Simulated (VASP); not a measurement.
Here is a VASP 6.6.1 calculation.

Contents of INCAR:

```
SYSTEM = NaCl
ALGO     = Normal         ! electronic algorithm
EDIFF    = 1E-7           ! SCF threshold, eV
EDIFFG   = -0.01          ! ionic threshold
ENCUT    = 600            ! plane-wave cutoff, eV
GGA      = RE             ! functional
IBRION   = 2              ! ionic algorithm
ISIF     = 3              ! what is computed and relaxed
ISMEAR   = -1             ! smearing method
IVDW     = 12             ! dispersion correction
LASPH    = .TRUE.         ! aspherical terms in the spheres
LCHARG   = .FALSE.        ! write CHGCAR
LREAL    = .FALSE.        ! projectors in reciprocal space
LWAVE    = .FALSE.        ! write WAVECAR
NELM     = 100            ! most SCF steps
NSW      = 60             ! ionic steps
PREC     = Accurate       ! precision mode
SIGMA    = 0.05           ! smearing width, eV
```

Contents of KPOINTS:

```
k-points
0
G
  8 8 8
  0 0 0
```

The input POSCAR:

```
NaCl
1.0
    3.5021900000      0.0000000000      0.0000000000
    0.0000000000      3.5021900000      0.0000000000
    0.0000000000      0.0000000000      3.5021900000
Cl Na
1 1
Direct
    0.5000000000      0.5000000000      0.5000000000
    0.0000000000      0.0000000000      0.0000000000
```

Potentials or basis: VASP PAW PBE potentials, release 64 (Cl, Na_pv).

Command:

```bash
$ cat potpaw_PBE.64/Cl/POTCAR potpaw_PBE.64/Na_pv/POTCAR > POTCAR
$ mpirun -np 1 vasp_std > vasp.out
```

Estimate the band gap on the k mesh.

4.44 eV (least direct gap 4.96 eV).

Predict the space group after relaxing (to 0.1 Å).

Pm-3m (No. 221).

Step by step:
| step | energy change (eV) | largest force (eV/Å) | pressure (GPa) | volume (Å³) |
| --- | --- | --- | --- | --- |
| 1 | 0.0000 | 0.0000 | -1.48 | 42.96 |
| 2 | -0.0087 | 0.0000 | -0.78 | 41.74 |
| 3 | -0.0116 | 0.0000 | -0.07 | 40.66 |

Caveat: the PAW data sets were made with another functional, which shifts forces and pressure a little. A k mesh can miss the band edges.
